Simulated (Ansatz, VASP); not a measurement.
**One calculation of Si, two programs**

```xyz
8
Lattice="0.0000 0.0000 3.8608 3.3456 -3.3456 -1.9304 6.6912 6.6912 0.0000" Properties=species:S:1:pos:R:3 pbc="T T T"
Si    1.1951    1.1951   -0.1876
Si    4.5407    4.5407    1.8049
Si    2.1505    2.1505    1.8049
Si    5.4961    5.4961   -0.1876
Si    2.1505   -2.1505    1.7462
Si    5.4961    1.1951    0.4974
Si    1.1951   -1.1951   -0.1842
Si    4.5407    2.1505    2.4278
```

Change from the starting cell: mode 4 frozen in at -0.341 Å and mode 7 at -0.157 Å (largest displacements).

Alike in both runs: task single point; functional PBE; k mesh 10 × 10 × 4; occupations gaussian, width 0.05 eV; no spin polarisation.

|  | VASP | Ansatz |
| --- | --- | --- |
| version | VASP 6.6.1 | Ansatz 0.2.0 |
| potentials or method | VASP PAW PBE potentials, release 64 (Si), cutoff 520 eV | scalar-relativistic, plane waves, PAW |
| valence electrons in the cell | 32 | 32 |

Ansatz gave:

```
gap on the k mesh at the Fermi level (eV)                     : none
pressure (GPa)                                                : -1.2
traceless stress, the component that is largest in VASP (GPa) : 0.16
rms of the force components (eV/Å)                            : 0.428
```

Which values does VASP return?

gap on the k mesh at the Fermi level (eV): none; pressure (GPa): -1.3; traceless stress, the component that is largest in VASP (GPa): 0.16; rms of the force components (eV/Å): 0.428.

Atom by atom the forces differ by 0.002 eV/Å (rms over components). A gap of «none» marks a metal or a gap that the smearing closes. With one functional, cell and mesh, what is left measures potentials, basis and numerics.
